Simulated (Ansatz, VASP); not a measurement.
**One calculation of Sn, two programs**

```
CELL_PARAMETERS angstrom
-1.91704 1.91704 1.91704
1.91704 -1.91704 1.91704
1.91704 1.91704 -1.91704
ATOMIC_POSITIONS crystal
Sn 0.00000 0.00000 0.00000
```

Alike in both runs: task single point; functional revPBE; k mesh 13 × 13 × 13; occupations fermi-dirac, width 0.1 eV; no spin polarisation.

|  | VASP | Ansatz |
| --- | --- | --- |
| version | VASP 6.6.1 | Ansatz 0.2.0 |
| potentials or method | VASP PAW PBE potentials, release 64 (Sn_d), cutoff 520 eV | plane waves (420 eV) with PAW, scalar-relativistic |
| valence electrons in the cell | 14 | 14 |

|  | VASP | Ansatz | Ansatz less VASP |
| --- | --- | --- | --- |
| pressure (GPa) | 0.2 | 0.2 | +0.04 |

VASP's potentials were made for PBE, not for revPBE. The functional is the same, so the differences come from potentials, cutoffs and numerics.
